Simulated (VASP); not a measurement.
Here is a VASP 6.6.1 calculation.

The input INCAR:

```
SYSTEM = SnO
PREC = Accurate ; ENCUT = 520
EDIFF = 1E-6 ; ISMEAR = 0
SIGMA = 0.05 ; LREAL = .FALSE.
LASPH = .TRUE. ; NELM = 80
ALGO = Normal ; ISIF = 2
LWAVE = .FALSE. ; LCHARG = .FALSE.
LDIPOL = .TRUE. ; IDIPOL = 3
DIPOL = 0.5 0.5 0.394 ; GGA = PE
IVDW = 12 ; NBANDS = 50
```

Contents of KPOINTS:

```
Automatic mesh
0
G
  7 7 1
  0 0 0
```

Contents of POSCAR:

```
SnO
1.0
    3.8201526160      0.0002954389      0.0000000000
   -0.0003145156      3.8201526145      0.0000000000
    0.0000000000      0.0000000000     22.2260756252
Sn O
4 4
Direct
    0.9999453016      0.9999453016      0.2024648920
    0.4999453016      0.4999453016      0.3087831576
    0.8749453016      0.8749453016      0.4797535108
    0.3749453016      0.3749453016      0.5860717765
    0.9999461184      0.4999461184      0.2556240248
    0.4999461184      0.9999461184      0.2556240248
    0.8749461184      0.3749461184      0.5329126436
    0.3749461184      0.8749461184      0.5329126436
```

Potentials or basis: VASP PAW PBE potentials, release 64 (Sn_d, O).

Launch:

```console
$ cat potpaw_PBE.64/Sn_d/POTCAR potpaw_PBE.64/O/POTCAR > POTCAR
$ mpirun -np 1 vasp_std > vasp.out
```

Question: What does it give for the largest force?

Answer: 0.174 eV/Å.

Question: What does it give for the dispersion energy per atom?

Answer: -0.160 eV.

Question: Estimate the band gap on the k mesh.

Answer: 2.40 eV, indirect (least direct gap 2.51 eV).

Forces on the atoms (eV/Å):
```
Sn  -0.004 -0.004 -0.071
Sn  -0.020 -0.020  0.172
Sn   0.020  0.020 -0.172
Sn   0.004  0.004  0.071
O   -0.024  0.009  0.018
O    0.009 -0.024  0.018
O   -0.009  0.024 -0.018
O    0.024 -0.009 -0.018
```

Caveat: spin-orbit coupling is left out, which moves the levels of the heavy elements.
